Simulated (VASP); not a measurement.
# Ag (Pm-3n) in VASP: single point with LDA

Aim: the single point of Ag with LDA.

Program: VASP 6.6.1. These are calculated values, not measurements. Logs are shortened: lines on timing, memory, paths and dates and some standing lists are left out, and cuts for length are marked.

**1. The cell of the first run**

Symmetry: Pm-3n, No. 223, cubic system. The conventional cell has a = 5.091 Å, b = 5.091 Å, c = 5.091 Å, α = 90.00°, β = 90.00°, γ = 90.00°. Within 3.8 Å of Ag (site symmetry m-3) lie 12 Ag at 2.85 Å. Ag (site symmetry -4m2) has 14 Ag at 2.55 to 3.12 Å within 3.4 Å.

**2. Single point, LDA**

File INCAR:

```
PREC     = Accurate       # precision mode
ENCUT    = 520            # plane-wave cutoff, eV
EDIFF    = 1E-6           # SCF threshold, eV
ISMEAR   = -1             # smearing method
SIGMA    = 0.1            # smearing width, eV
LREAL    = F              # projectors in reciprocal space
LASPH    = T              # aspherical terms in the spheres
NELM     = 80             # most SCF steps
ALGO     = Normal         # electronic algorithm
ISIF     = 2              # what is computed and relaxed
LWAVE    = F              # write WAVECAR
LCHARG   = F              # write CHGCAR
NBANDS   = 54             # bands
```

File KPOINTS:

```
regular mesh
0
Gamma
  7 7 7
```

File POSCAR:

```
Ag
1.0
    5.0913624135      0.0000000000      0.0000000000
    0.0000000000      5.0913624135      0.0000000000
    0.0000000000      0.0000000000      5.0913624135
Ag
8
Direct
    1.0000000000      0.0000000000      0.0000000000
    0.5000000000      0.5000000000      0.5000000000
    0.2500000000      0.0000000000      0.5000000000
    0.7500000000      1.0000000000      0.5000000000
    0.5000000000      0.2500000000      0.0000000000
    0.5000000000      0.7500000000      0.0000000000
    0.0000000000      0.5000000000      0.2500000000
    1.0000000000      0.5000000000      0.7500000000
```

Potentials or basis: VASP PAW LDA potentials, release 64 (Ag).

Command:

```sh
$ cat potpaw_LDA.64/Ag/POTCAR > POTCAR
$ mpirun -np 1 vasp_std > vasp.out
```

OUTCAR:

```text
PREC = Accurate
   ENCUT = 520
   EDIFF = 1E-6
   ISMEAR = -1
   LREAL = F
   LASPH = T
   NELM = 80
   ISIF = 2

 ion  position               nearest neighbor table
   1  0.000  0.000  0.000-   3 2.85   4 2.85   5 2.85   6 2.85   7 2.85   8 2.85   3 2.85   4 2.85
                             7 2.85   8 2.85   5 2.85   6 2.85
   2  0.500  0.500  0.500-   3 2.85   4 2.85   5 2.85   6 2.85   7 2.85   8 2.85   5 2.85   6 2.85
                             3 2.85   4 2.85   7 2.85   8 2.85
   3  0.250  0.000  0.500-   4 2.55   4 2.55   1 2.85   1 2.85   2 2.85   2 2.85   8 3.12   5 3.12
                             5 3.12   6 3.12   6 3.12   7 3.12   8 3.12   7 3.12
   4  0.750  0.000  0.500-   3 2.55   3 2.55   1 2.85   1 2.85   2 2.85   2 2.85   8 3.12   5 3.12
                             5 3.12   6 3.12   6 3.12   7 3.12   8 3.12   7 3.12
   5  0.500  0.250  0.000-   6 2.55   6 2.55   1 2.85   2 2.85   2 2.85   1 2.85   8 3.12   4 3.12
                             3 3.12   4 3.12   3 3.12   7 3.12   7 3.12   8 3.12
   6  0.500  0.750  0.000-   5 2.55   5 2.55   1 2.85   2 2.85   2 2.85   1 2.85   8 3.12   4 3.12
                             3 3.12   4 3.12   3 3.12   7 3.12   7 3.12   8 3.12
   7  0.000  0.500  0.250-   8 2.55   8 2.55   1 2.85   2 2.85   1 2.85   2 2.85   3 3.12   4 3.12
                             5 3.12   3 3.12   4 3.12   6 3.12   5 3.12   6 3.12
   8  0.000  0.500  0.750-   7 2.55   7 2.55   1 2.85   2 2.85   1 2.85   2 2.85   3 3.12   4 3.12
                             5 3.12   3 3.12   4 3.12   6 3.12   5 3.12   6 3.12

  LATTYP: Found a simple cubic cell.
 ALAT       =     5.0913624135

  Lattice vectors:

 A1 = (   5.0913624135,   0.0000000000,   0.0000000000)
 A2 = (   0.0000000000,   5.0913624135,   0.0000000000)
 A3 = (   0.0000000000,   0.0000000000,   5.0913624135)

Analysis of symmetry for initial positions (statically):
=====================================================================
 Subroutine PRICEL returns:
 Original cell was already a primitive cell.

 Routine SETGRP: Setting up the symmetry group for a
 simple cubic supercell.

 Subroutine GETGRP returns: Found 48 space group operations
 (whereof 24 operations were pure point group operations)
 out of a pool of 48 trial point group operations.

The static configuration has the point symmetry T_h .
 The point group associated with its full space group is O_h .

Analysis of symmetry for dynamics (positions and initial velocities):
=====================================================================
 Subroutine PRICEL returns:
 Original cell was already a primitive cell.

 Routine SETGRP: Setting up the symmetry group for a
 simple cubic supercell.

 Subroutine GETGRP returns: Found 48 space group operations
 (whereof 24 operations were pure point group operations)
 out of a pool of 48 trial point group operations.

The dynamic configuration has the point symmetry T_h .
 The point group associated with its full space group is O_h .

 Subroutine INISYM returns: Found 48 space group operations
 (whereof 24 operations are pure point group operations),
 and found     1 'primitive' translations

----------------------------------------------------------------------------------------

                                     Primitive cell

  volume of cell :     131.9781

  direct lattice vectors                    reciprocal lattice vectors
     5.091362413  0.000000000  0.000000000     0.196411082  0.000000000  0.000000000
     0.000000000  5.091362413  0.000000000     0.000000000  0.196411082  0.000000000
     0.000000000  0.000000000  5.091362413     0.000000000  0.000000000  0.196411082

  length of vectors
     5.091362413  5.091362413  5.091362413     0.196411082  0.196411082  0.196411082

  position of ions in fractional coordinates (direct lattice)
     0.000000000  0.000000000  0.000000000
     0.500000000  0.500000000  0.500000000
     0.250000000  0.000000000  0.500000000
     0.750000000  0.000000000  0.500000000
     0.500000000  0.250000000  0.000000000
     0.500000000  0.750000000  0.000000000
     0.000000000  0.500000000  0.250000000
     0.000000000  0.500000000  0.750000000

  ion indices of the primitive-cell ions
   primitive index   ion index
                 1           1
                 2           2
                 3           3
                 4           4
                 5           5
                 6           6
                 7           7
                 8           8

----------------------------------------------------------------------------------------

 KPOINTS: regular mesh

Automatic generation of k-mesh.
 Grid dimensions read from file:
 generate k-points for:    7    7    7

 Generating k-lattice:

  Cartesian coordinates                     Fractional coordinates (reciprocal lattice)
     0.028058726  0.000000000  0.000000000     0.142857143  0.000000000  0.000000000
     0.000000000  0.028058726  0.000000000     0.000000000  0.142857143  0.000000000
     0.000000000  0.000000000  0.028058726     0.000000000  0.000000000  0.142857143

  Length of vectors
     0.028058726  0.028058726  0.028058726

  Shift w.r.t. Gamma in fractional coordinates (k-lattice)
     0.000000000  0.000000000  0.000000000

 Subroutine IBZKPT returns following result:
 ===========================================

 Found     20 irreducible k-points:

 Following reciprocal coordinates:
            Coordinates               Weight
  0.000000  0.000000  0.000000      1.000000
  0.142857  0.000000  0.000000      6.000000
  0.285714  0.000000  0.000000      6.000000
  0.428571  0.000000  0.000000      6.000000
  0.142857  0.142857  0.000000     12.000000
  0.285714  0.142857  0.000000     24.000000
[... 12 lines left out ...]
  0.428571  0.428571  0.285714     24.000000
  0.428571  0.428571  0.428571      8.000000
   k-points           NKPTS =     20   k-points in BZ     NKDIM =     20   number of bands    NBANDS=     54
   number of dos      NEDOS =    301   number of ions     NIONS =      8
   total plane-waves  NPLWV =  64000
   dimension x,y,z NGX =    40 NGY =   40 NGZ =   40
   dimension x,y,z NGXF=    80 NGYF=   80 NGZF=   80
   ions per type =               8
   NGX,Y,Z   is equivalent  to a cutoff of  13.06, 13.06, 13.06 a.u.
   NGXF,Y,Z  is equivalent  to a cutoff of  26.12, 26.12, 26.12 a.u.
 SYSTEM =  unknown system
   PREC   = accura    normal or accurate (medium, high low for compatibility)
   ISTART =      0    job   : 0-new  1-cont  2-samecut
   ICHARG =      2    charge: 1-file 2-atom 10-const
   ISPIN  =      1    spin polarized calculation?
   LNONCOLLINEAR =      F non collinear calculations
   LSORBIT =      F    spin-orbit coupling
   LASPH  =      T    aspherical Exc in radial PAW
   ENCUT  =  520.0 eV  38.22 Ry    6.18 a.u.   9.47  9.47  9.47*2*pi/ulx,y,z
   NELM   =     80;   NELMIN=  2; NELMDL= -5     # of ELM steps
   EDIFF  = 0.1E-05   stopping-criterion for ELM
   LREAL  =      F    real-space projection
   EDIFFG = 0.1E-04   stopping-criterion for IOM
   NSW    =      0    number of steps for IOM
   IBRION =     -1    ionic relax: 0-MD 1-quasi-New 2-CG
   NFREE  =      0    steps in history (QN), initial steepest desc. (CG)
   ISIF   =      2    stress and relaxation
   ISYM   =      2    0-nonsym 1-usesym 2-fastsym
   POTIM  = 0.5000    time-step for ionic-motion
   TEBEG  =    0.0;   TEEND  =   0.0 temperature during run
   PSTRESS=    0.0 pullay stress
   NELECT =      88.0000    total number of electrons
   NUPDOWN=      -1.0000    fix difference up-down
   EMIN   =  10.00;   EMAX   =-10.00  energy-range for DOS
   EFERMI =   0.00;   METHOD = LEGACY
   ISMEAR =    -1;   SIGMA  =   0.10  broadening in eV -4-tet -1-fermi 0-gaus
   EFERMI_NEDOS =   21; number of points for ismear=-14 and -15
   IALGO  =     38    algorithm
   IMIX   =      4    mixing-type and parameters
     AMIX     =   0.40;   BMIX     =  1.00
     AMIX_MAG =   1.60;   BMIX_MAG =  1.00
  volume/ion in A,a.u.               =      16.50       111.33
  Fermi-wavevector in a.u.,A,eV,Ry     =   1.430216  2.702717 27.830969  2.045519
  Thomas-Fermi vector in A             =   2.550086
   LORBIT       =      0    0 simple, 1 ext, 2 COOP (PROOUT), +10 PAW based schemes
   GGA     = CA    functional components
   LHFCALC =     F    Hartree Fock is set to
   AEXX    =    0.0000 exact exchange contribution
   IVDW    =     0    specifies the selected vdW correction
   LEPSILON=     F    determine dielectric tensor
   LRPA    =     F    only Hartree local field effects (RPA)
 non-spin polarized calculation
  energy-cutoff  :      520.00
  volume of cell :      131.98
 maximum number of plane-waves:      3590
 NGX is ok and might be reduce to    40
   NGX = 19   NGY = 19   NGZ = 19

 number of electron      87.9999951 magnetization

 Free energy of the ion-electron system (eV)
  ---------------------------------------------------
  ext. energy  EPLUGINS =         0.00000000
  ---------------------------------------------------
  free energy    TOTEN  =       -29.34364841 eV

  energy without entropy =      -29.28809593  energy(sigma->0) =      -29.31587217

 E-fermi :   8.7167     XC(G=0): -12.7658

 val. band max:        8.6157960670   @ k =   0.0000   0.0000   0.0000
 cond. band min:       8.7522869733   @ k =   0.1429   0.0000   0.0000
 fundamental gap:      0.1364909062
 Fermi energy:         8.7167227359

 k-point     1 :       0.0000    0.0000    0.0000
  band No.  band energies     occupation
      1       0.5242      2.00000
      2       1.7588      2.00000
      3       1.7588      2.00000
      4       2.3565      2.00000
      5       2.5233      2.00000
      6       2.5233      2.00000
[... 46 lines left out ...]
     53      15.7725      0.00000
     54      16.1161      0.00000

 k-point     2 :       0.1429    0.0000    0.0000
  band No.  band energies     occupation
      1       0.6599      2.00000
      2       1.7473      2.00000
      3       1.8618      2.00000
      4       2.3567      2.00000
      5       2.3983      2.00000
      6       2.5483      2.00000
[... 1018 lines left out ...]
 k-point    20 :       0.4286    0.4286    0.4286
  band No.  band energies     occupation
      1       2.5114      2.00000
      2       2.5114      2.00000
      3       2.5995      2.00000
      4       2.6099      2.00000
      5       2.6216      2.00000
      6       2.6216      2.00000
[... 46 lines left out ...]
     53      18.8164      0.00000
     54      19.0846      0.00000

------------------------ aborting loop because EDIFF is reached ----------------------------------------

  FORCE on cell =-STRESS in cart. coord.  units (eV):
  Direction    XX          YY          ZZ          XY          YZ          ZX
  --------------------------------------------------------------------------------------
  -------------------------------------------------------------------------------------
  Total        0.1859617      0.1859617      0.1859617      0.0000000      0.0000000     -0.0000000
  in kB        2.2575219      2.2575219      2.2575219      0.0000000      0.0000000     -0.0000000
  external PRESSURE =       2.2575219 kB  Pullay stress =       0.0000000 kB

 VOLUME and BASIS-vectors are now :
 -----------------------------------------------------------------------------
  energy-cutoff  :      520.00
  volume of cell :      131.98
      direct lattice vectors                 reciprocal lattice vectors
     5.091362413  0.000000000  0.000000000     0.196411082  0.000000000  0.000000000
     0.000000000  5.091362413  0.000000000     0.000000000  0.196411082  0.000000000
     0.000000000  0.000000000  5.091362413     0.000000000  0.000000000  0.196411082

 POSITION                                       TOTAL-FORCE (eV/Angst)
 -----------------------------------------------------------------------------------
      0.00000      0.00000      0.00000         0.000000      0.000000     -0.000000
      2.54568      2.54568      2.54568         0.000000      0.000000     -0.000000
      1.27284      0.00000      2.54568        -0.000000     -0.000000      0.000000
      3.81852      0.00000      2.54568         0.000000     -0.000000     -0.000000
      2.54568      1.27284      0.00000        -0.000000      0.000000      0.000000
      2.54568      3.81852      0.00000         0.000000      0.000000     -0.000000
      0.00000      2.54568      1.27284         0.000000      0.000000      0.000000
      0.00000      2.54568      3.81852         0.000000      0.000000     -0.000000
 -----------------------------------------------------------------------------------
    total drift:                               -0.000000     -0.000000      0.000000

  FREE ENERGIE OF THE ION-ELECTRON SYSTEM (eV)
  ---------------------------------------------------
  free  energy   TOTEN  =       -29.3436484107 eV

  energy  without entropy=      -29.2880959346  energy(sigma->0) =      -29.31587217
```

It took 1.8 min on 1 thread of Intel Xeon Platinum 8488C (Sapphire Rapids), shared host; peak memory 0.25 GiB.

Results:

```yaml
Free_energy: -29.3436 eV
Pressure: 0.2 GPa
Band_gap_on_the_k_mesh: zero (band 44 reaches 9.53 eV, above the bottom of band 45 at 7.88 eV)
```
